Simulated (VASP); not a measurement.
Write the native input for VASP 6.6.1 that does the following.

- Task: single point
- Functional: revPBE
- Potentials or basis: VASP PAW PBE potentials, release 64 (Re)
- Cutoff: 520 eV
- k mesh: 14 × 14 × 14
- Occupations: fermi-dirac, width 0.1 eV
- Spin: no spin polarisation
- Dipole correction: no
- Further INCAR settings: ALGO = Normal; EDIFF = 1e-06; NBANDS = 10

The structure of Re lies in POSCAR:

```
Re
1.0
    2.4801906790      0.0000000000      0.0000000000
    0.0000000000      2.4801906790      0.0000000000
    0.0000000000      0.0000000000      2.4801906790
Re
1
Direct
    0.0000000000      0.0000000000      0.0000000000
```

This cell differs from its parent crystal: volume scaled by 0.88.

One way to write it, as run:

INCAR

```
ALGO = Normal ; EDIFF = 1E-6
ENCUT = 520 ; GGA = RE
ISIF = 2 ; ISMEAR = -1
LASPH = True ; LCHARG = False
LREAL = False ; LWAVE = False
NBANDS = 10 ; NELM = 80
PREC = Accurate ; SIGMA = 0.1
```

KPOINTS

```
k-points
0
Gamma
  14 14 14
```

Potentials or basis: VASP PAW PBE potentials, release 64 (Re).

The run is started by

```console
$ cat potpaw_PBE.64/Re/POTCAR > POTCAR
$ mpirun -np 1 vasp_std > vasp.out
```

Results of the run:

- Pressure: 40.6 GPa

Caveat: the PAW data sets were made with another functional, which shifts forces and pressure a little.

Wall time 6.1 s on 1 thread of Intel(R) Xeon(R) 6975P-C (Granite Rapids) (shared host), peak memory 0.13 GiB.
